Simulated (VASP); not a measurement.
A run of VASP 6.6.1:

INCAR

```
SYSTEM = Cu
PREC = Accurate ; ENCUT = 520
EDIFF = 1E-6 ; ISMEAR = 0
SIGMA = 0.15 ; LREAL = .False.
LASPH = .True. ; NELM = 60
ALGO = Fast ; ISIF = 2
LWAVE = .False. ; LCHARG = .False.
GGA = PS ; NBANDS = 12
```

The input KPOINTS:

```
regular mesh
0
Gamma
  26 26 26
  0 0 0
```

The input POSCAR:

```
Cu
1.0
   -1.4625600684      1.4625600684      1.3391368546
    1.4625600684     -1.4625600684      1.3391368546
    1.4625600684      1.4625600684     -1.3391368546
Cu
1
Direct
    0.0000000000      0.0000000000      0.0000000000
```

Potentials or basis: VASP PAW PBE potentials, release 64 (Cu).

Launch:

```sh
$ cat potpaw_PBE.64/Cu/POTCAR > POTCAR
$ mpirun -np 1 vasp_std > vasp.out
```

Hardware: 1 thread of Intel(R) Xeon(R) Platinum 8259CL CPU @ 2.50GHz (Skylake/Cascade Lake), on a shared host.

How long does it take, and how much memory?

It took 2.7 min on 1 thread of Intel(R) Xeon(R) Platinum 8259CL CPU @ 2.50GHz (Skylake/Cascade Lake) (shared host), peak memory 0.27 GiB. Counts: scf iterations 13, k points 1330.
